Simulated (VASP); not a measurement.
# Hf (Im-3m) in VASP: notebook

The runs below take Hf through single point, with PBE+D3(BJ).

All numbers are computed with VASP 6.6.1; they aren't measurements. Logs are shortened: lines on timing, memory, paths and dates and some standing lists are left out, and cuts for length are marked.

### Step 1. The cell of the first run

The structure is cubic, space group Im-3m (No. 229). Conventional cell: a = 3.485 Å, b = 3.485 Å, c = 3.485 Å, α = 90.00°, β = 90.00°, γ = 90.00°. Within 4.0 Å of Hf (site symmetry m-3m) lie 14 Hf at 3.02 to 3.49 Å.

### Step 2. Single point, PBE+D3(BJ)

File INCAR:

```
  PREC = Accurate
  ENCUT = 520
  EDIFF = 1E-6
  ISMEAR = 0
  SIGMA = 0.1
  LREAL = False
  LASPH = True
  NELM = 60
  ALGO = Normal
  ISIF = 2
  LWAVE = False
  LCHARG = False
  GGA = PE
  IVDW = 12
  NBANDS = 11
```

File KPOINTS:

```
Automatic mesh
0
Gamma
  9 9 9
```

File POSCAR:

```
Hf
1.0
   -1.7427083392      1.7427083392      1.7427083392
    1.7427083392     -1.7427083392      1.7427083392
    1.7427083392      1.7427083392     -1.7427083392
Hf
1
Direct
    0.0000000000      0.0000000000      0.0000000000
```

Potentials or basis: VASP PAW PBE potentials, release 64 (Hf_pv).

Started as:

```sh
cat potpaw_PBE.64/Hf_pv/POTCAR > POTCAR
mpirun -np 1 vasp_std > vasp.out
```

OUTCAR:

```text
PREC = Accurate
   ENCUT = 520
   EDIFF = 1E-6
   ISMEAR = 0
   LREAL = False
   LASPH = True
   NELM = 60
   ISIF = 2
   GGA = PE
   IVDW = 12
 IVDW          = 12

 ion  position               nearest neighbor table
   1  0.000  0.000  0.000-

  LATTYP: Found a body centered cubic cell.
 ALAT       =     3.4854166784

  Lattice vectors:

 A1 = (  -1.7427083392,   1.7427083392,   1.7427083392)
 A2 = (   1.7427083392,  -1.7427083392,   1.7427083392)
 A3 = (   1.7427083392,   1.7427083392,  -1.7427083392)

Analysis of symmetry for initial positions (statically):
=====================================================================
 Subroutine PRICEL returns:
 Original cell was already a primitive cell.

 Routine SETGRP: Setting up the symmetry group for a
 body centered cubic supercell.

 Subroutine GETGRP returns: Found 48 space group operations
 (whereof 48 operations were pure point group operations)
 out of a pool of 48 trial point group operations.

The static configuration has the point symmetry O_h .

Analysis of symmetry for dynamics (positions and initial velocities):
=====================================================================
 Subroutine PRICEL returns:
 Original cell was already a primitive cell.

 Routine SETGRP: Setting up the symmetry group for a
 body centered cubic supercell.

 Subroutine GETGRP returns: Found 48 space group operations
 (whereof 48 operations were pure point group operations)
 out of a pool of 48 trial point group operations.

The dynamic configuration has the point symmetry O_h .

 Subroutine INISYM returns: Found 48 space group operations
 (whereof 48 operations are pure point group operations),
 and found     1 'primitive' translations

----------------------------------------------------------------------------------------

                                     Primitive cell

  volume of cell :      21.1706

  direct lattice vectors                    reciprocal lattice vectors
    -1.742708339  1.742708339  1.742708339     0.000000000  0.286909742  0.286909742
     1.742708339 -1.742708339  1.742708339     0.286909742  0.000000000  0.286909742
     1.742708339  1.742708339 -1.742708339     0.286909742  0.286909742  0.000000000

  length of vectors
     3.018459386  3.018459386  3.018459386     0.405751648  0.405751648  0.405751648

  position of ions in fractional coordinates (direct lattice)
     0.000000000  0.000000000  0.000000000

  ion indices of the primitive-cell ions
   primitive index   ion index
                 1           1

----------------------------------------------------------------------------------------

 KPOINTS: Automatic mesh

Automatic generation of k-mesh.
 Grid dimensions read from file:
 generate k-points for:    9    9    9

 Generating k-lattice:

  Cartesian coordinates                     Fractional coordinates (reciprocal lattice)
     0.000000000  0.031878860  0.031878860     0.111111111  0.000000000  0.000000000
     0.031878860  0.000000000  0.031878860     0.000000000  0.111111111  0.000000000
     0.031878860  0.031878860  0.000000000     0.000000000  0.000000000  0.111111111

  Length of vectors
     0.045083516  0.045083516  0.045083516

  Shift w.r.t. Gamma in fractional coordinates (k-lattice)
     0.000000000  0.000000000  0.000000000

 Subroutine IBZKPT returns following result:
 ===========================================

 Found     35 irreducible k-points:

 Following reciprocal coordinates:
            Coordinates               Weight
  0.000000  0.000000  0.000000      1.000000
  0.111111  0.000000  0.000000     12.000000
  0.222222  0.000000  0.000000     12.000000
  0.333333  0.000000  0.000000     12.000000
  0.444444  0.000000  0.000000     12.000000
  0.111111  0.111111  0.000000     24.000000
[... 16 lines left out ...]
 -0.333333  0.444444  0.111111     48.000000
 -0.444444 -0.444444  0.111111     24.000000
 [... further k-points ...]
   k-points           NKPTS =     35   k-points in BZ     NKDIM =     35   number of bands    NBANDS=     11
   number of dos      NEDOS =    301   number of ions     NIONS =      1
   total plane-waves  NPLWV =  13824
   dimension x,y,z NGX =    24 NGY =   24 NGZ =   24
   dimension x,y,z NGXF=    48 NGYF=   48 NGZF=   48
   ions per type =               1
   NGX,Y,Z   is equivalent  to a cutoff of  13.22, 13.22, 13.22 a.u.
   NGXF,Y,Z  is equivalent  to a cutoff of  26.44, 26.44, 26.44 a.u.
 SYSTEM =  unknown system
   PREC   = accura    normal or accurate (medium, high low for compatibility)
   ISTART =      0    job   : 0-new  1-cont  2-samecut
   ICHARG =      2    charge: 1-file 2-atom 10-const
   ISPIN  =      1    spin polarized calculation?
   LNONCOLLINEAR =      F non collinear calculations
   LSORBIT =      F    spin-orbit coupling
   LASPH  =      T    aspherical Exc in radial PAW
   ENCUT  =  520.0 eV  38.22 Ry    6.18 a.u.   5.61  5.61  5.61*2*pi/ulx,y,z
   NELM   =     60;   NELMIN=  2; NELMDL= -5     # of ELM steps
   EDIFF  = 0.1E-05   stopping-criterion for ELM
   LREAL  =      F    real-space projection
   EDIFFG = 0.1E-04   stopping-criterion for IOM
   NSW    =      0    number of steps for IOM
   IBRION =     -1    ionic relax: 0-MD 1-quasi-New 2-CG
   NFREE  =      0    steps in history (QN), initial steepest desc. (CG)
   ISIF   =      2    stress and relaxation
   ISYM   =      2    0-nonsym 1-usesym 2-fastsym
   POTIM  = 0.5000    time-step for ionic-motion
   TEBEG  =    0.0;   TEEND  =   0.0 temperature during run
   PSTRESS=    0.0 pullay stress
   NELECT =      10.0000    total number of electrons
   NUPDOWN=      -1.0000    fix difference up-down
   EMIN   =  10.00;   EMAX   =-10.00  energy-range for DOS
   EFERMI =   0.00;   METHOD = LEGACY
   ISMEAR =     0;   SIGMA  =   0.10  broadening in eV -4-tet -1-fermi 0-gaus
   EFERMI_NEDOS =   21; number of points for ismear=-14 and -15
   IALGO  =     38    algorithm
   IMIX   =      4    mixing-type and parameters
     AMIX     =   0.40;   BMIX     =  1.00
     AMIX_MAG =   1.60;   BMIX_MAG =  1.00
  volume/ion in A,a.u.               =      21.17       142.87
  Fermi-wavevector in a.u.,A,eV,Ry     =   1.274961  2.409326 22.116607  1.625525
  Thomas-Fermi vector in A             =   2.407700
   LORBIT       =      0    0 simple, 1 ext, 2 COOP (PROOUT), +10 PAW based schemes
   GGA     = PE    functional components
   LHFCALC =     F    Hartree Fock is set to
   AEXX    =    0.0000 exact exchange contribution
   IVDW    =    12    specifies the selected vdW correction
   LEPSILON=     F    determine dielectric tensor
   LRPA    =     F    only Hartree local field effects (RPA)
 non-spin polarized calculation
 Gauss-broadening in eV      SIGMA  =   0.10
  energy-cutoff  :      520.00
  volume of cell :       21.17
 maximum number of plane-waves:       580
   NGX = 11   NGY = 11   NGZ = 11

 number of electron      10.0000000 magnetization

 number of electron       9.9999998 magnetization

 Free energy of the ion-electron system (eV)
  ---------------------------------------------------
  ext. energy  EPLUGINS =         0.00000000
  ---------------------------------------------------
  free energy    TOTEN  =        -9.72197360 eV

  energy without entropy =       -9.70689181  energy(sigma->0) =       -9.71443270

 E-fermi :   4.9658     XC(G=0): -11.5350

 val. band max:        4.8927572470   @ k =  -0.4444   0.4444   0.1111
 cond. band min:       4.9793033350   @ k =   0.2222   0.2222   0.0000
 fundamental gap:      0.0865460880
 Fermi energy:         4.9658337982

 k-point     1 :       0.0000    0.0000    0.0000
  band No.  band energies     occupation
      1     -24.6560      2.00000
      2     -24.6560      2.00000
      3     -24.6560      2.00000
      4      -2.2576      2.00000
      5       6.5299      0.00000
      6       6.5299      0.00000
      7       6.5299      0.00000
      8       9.4714      0.00000
      9       9.4714      0.00000
     10      18.5059      0.00000
     11      18.5059      0.00000

 k-point     2 :       0.1111    0.0000    0.0000
  band No.  band energies     occupation
      1     -24.7798      2.00000
      2     -24.6941      2.00000
      3     -24.6567      2.00000
      4      -1.7784      2.00000
      5       6.1988      0.00000
      6       6.3643      0.00000
      7       7.0094      0.00000
      8       9.0172      0.00000
      9       9.4691      0.00000
     10      18.4323      0.00000
     11      18.9392      0.00000

 k-point     3 :       0.2222    0.0000    0.0000
  band No.  band energies     occupation
      1     -25.0819      2.00000
      2     -24.7891      2.00000
      3     -24.6585      2.00000
      4      -0.5283      2.00000
      5       5.4802      0.00000
      6       5.6815      0.00000
      7       8.3948      0.00000
      8       8.8616      0.00000
      9       9.5679      0.00000
     10      18.4283      0.00000
     11      19.0772      0.00000

 k-point     4 :       0.3333    0.0000    0.0000
  band No.  band energies     occupation
      1     -25.4075      2.00000
      2     -24.8949      2.00000
      3     -24.6606      2.00000
      4       0.8225      2.00000
      5       4.8032      1.97853
      6       5.2999      0.00000
      7       9.2655      0.00000
      8       9.8976      0.00000
      9      10.4903      0.00000
     10      17.3894      0.00000
     11      18.1236      0.00000
[... 239 lines left out ...]
 k-point    22 :      -0.4444    0.4444    0.1111
  band No.  band energies     occupation
      1     -25.5783      2.00000
      2     -25.0070      2.00000
      3     -24.7464      2.00000
      4       1.8099      2.00000
      5       4.8928      1.69861
      6       5.2847      0.00001
      7       8.2978      0.00000
      8      10.8988      0.00000
      9      12.5103      0.00000
     10      16.0418      0.00000
     11      17.7253      0.00000

 k-point    23 :      -0.3333    0.4444    0.1111
  band No.  band energies     occupation
      1     -25.4651      2.00000
      2     -25.0718      2.00000
      3     -24.8139      2.00000
      4       2.2895      2.00000
      5       4.3157      2.00000
      6       5.4430      0.00000
      7       8.0806      0.00000
      8      10.2073      0.00000
      9      12.1364      0.00000
     10      16.3955      0.00000
     11      18.4435      0.00000

 k-point    24 :      -0.4444   -0.4444    0.1111
  band No.  band energies     occupation
      1     -25.5377      2.00000
      2     -25.1225      2.00000
      3     -24.8132      2.00000
      4       2.5229      2.00000
      5       4.6959      1.99987
      6       4.9852      0.78416
      7       8.0463      0.00000
      8      11.0285      0.00000
      9      13.7187      0.00000
     10      14.9156      0.00000
     11      18.3127      0.00000

 [... further k-points ...]

------------------------ aborting loop because EDIFF is reached ----------------------------------------

 Edisp (eV)   -0.47669

 E8    (eV) :    -0.2558

  FORCE on cell =-STRESS in cart. coord.  units (eV):
  Direction    XX          YY          ZZ          XY          YZ          ZX
  --------------------------------------------------------------------------------------
  -------------------------------------------------------------------------------------
  Total       0.18081     0.18081     0.18081     0.00000    -0.00000    -0.00000
  in kB      13.68324    13.68324    13.68324     0.00000    -0.00000    -0.00000
  external pressure =       13.68 kB  Pullay stress =        0.00 kB

 VOLUME and BASIS-vectors are now :
 -----------------------------------------------------------------------------
  energy-cutoff  :      520.00
  volume of cell :       21.17
      direct lattice vectors                 reciprocal lattice vectors
    -1.742708339  1.742708339  1.742708339     0.000000000  0.286909742  0.286909742
     1.742708339 -1.742708339  1.742708339     0.286909742  0.000000000  0.286909742
     1.742708339  1.742708339 -1.742708339     0.286909742  0.286909742  0.000000000

 POSITION                                       TOTAL-FORCE (eV/Angst)
 -----------------------------------------------------------------------------------
      0.00000      0.00000      0.00000         0.000000     -0.000000      0.000000
 -----------------------------------------------------------------------------------
    total drift:                               -0.000000     -0.000000      0.000000

  FREE ENERGIE OF THE ION-ELECTRON SYSTEM (eV)
  ---------------------------------------------------
  free  energy   TOTEN  =       -10.1986602769 eV

  energy  without entropy=      -10.1835784884  energy(sigma->0) =      -10.19111938
```

It took 16 s on 1 thread of Intel Xeon 8259CL, shared host; peak memory 0.12 GiB.

Results:

```
Free energy                : -10.1987 eV
Pressure                   : 1.4 GPa
Band gap on the k mesh     : zero (band 5 reaches 6.53 eV, above the bottom of band 6 at 4.26 eV)
Dispersion energy per atom : -0.477 eV
```

Caveat: spin-orbit coupling is left out, which moves the levels of the heavy elements; pairwise dispersion overbinds metals, which lowers pressure and volume.

(Continued in part 2 of 2.)
